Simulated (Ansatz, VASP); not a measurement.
**C: VASP beside Ansatz**

```
C
1.0
     2.49873    0.00000    0.00000
    -1.24936    2.16396    0.00000
     0.00000    0.00000    4.16059
C
4
Direct
  0.33333 0.66667 0.99980
  0.66667 0.33333 0.49980
  0.33333 0.66667 0.37420
  0.66667 0.33333 0.87420
```

Alike in both runs: functional PBEsol; k mesh 9 × 9 × 6; occupations gaussian, width 0.02 eV; no spin polarisation.

Ansatz relaxed the structure, and its values are those at the end. VASP's run is a single point on that final structure, the one shown.

|  | VASP | Ansatz |
| --- | --- | --- |
| version | VASP 6.6.1 | Ansatz 0.2.0 |
| potentials or method | VASP PAW PBE potentials, release 64 (C), cutoff 520 eV | scalar-relativistic, plane waves, PAW |
| valence electrons in the cell | 16 | 16 |

```csv
,VASP,Ansatz,Ansatz less VASP
gap on the k mesh at the Fermi level (eV),3.04,3.06,+0.018
least direct gap on the mesh (eV),4.92,4.93,+0.006
pressure (GPa),1.1,0.0,-1.14
rms of the force components (eV/Å),0.003,0.000,-0.0032
```

VASP's potentials were made for PBE, not for PBEsol, and Ansatz warns of the same on its side.
